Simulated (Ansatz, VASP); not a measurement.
**HCl in VASP and in Ansatz**

```
Cl H
1.0
     7.98957    0.00000    0.00000
     0.00000    7.98957    0.00000
     0.00000    0.00000    7.98957
Cl H
10 10
Direct
  0.45213 0.19269 0.34690
  0.50835 0.77091 0.55072
  0.57749 0.45986 0.94093
  0.09718 0.93336 0.43927
  0.04743 0.54140 0.68516
  0.81771 0.83314 0.03577
  0.91885 0.28090 0.25623
  0.30108 0.80968 0.06506
  0.15946 0.17628 0.90020
  0.76398 0.15564 0.68242
  0.57334 0.23658 0.24896
  0.51664 0.91053 0.46874
  0.65853 0.36052 0.83775
  0.00559 0.05589 0.37537
  0.99890 0.68858 0.63861
  0.74815 0.69373 0.98911
  0.00435 0.25050 0.11782
  0.22305 0.84133 0.20652
  0.20842 0.02809 0.95835
  0.90301 0.13592 0.76684
```

Alike in both runs: functional PBE; dispersion D3(BJ); k mesh 1 × 1 × 1; occupations fermi-dirac, width 0.02 eV; no spin polarisation.

Ansatz relaxed the structure, and its values are those at the end. VASP's run is a single point on that final structure, the one shown.

|  | VASP | Ansatz |
| --- | --- | --- |
| version | VASP 6.6.1 | Ansatz 0.2.0 |
| potentials or method | VASP PAW PBE potentials, release 64 (Cl, H_h), cutoff 1000 eV | scalar-relativistic, plane waves, PAW |
| valence electrons in the cell | 80 | 80 |

VASP gave:

* rms of the force components (eV/Å): 0.091

Problem. What did Ansatz give for the same quantities?

Solution. rms of the force components (eV/Å): 0.056.
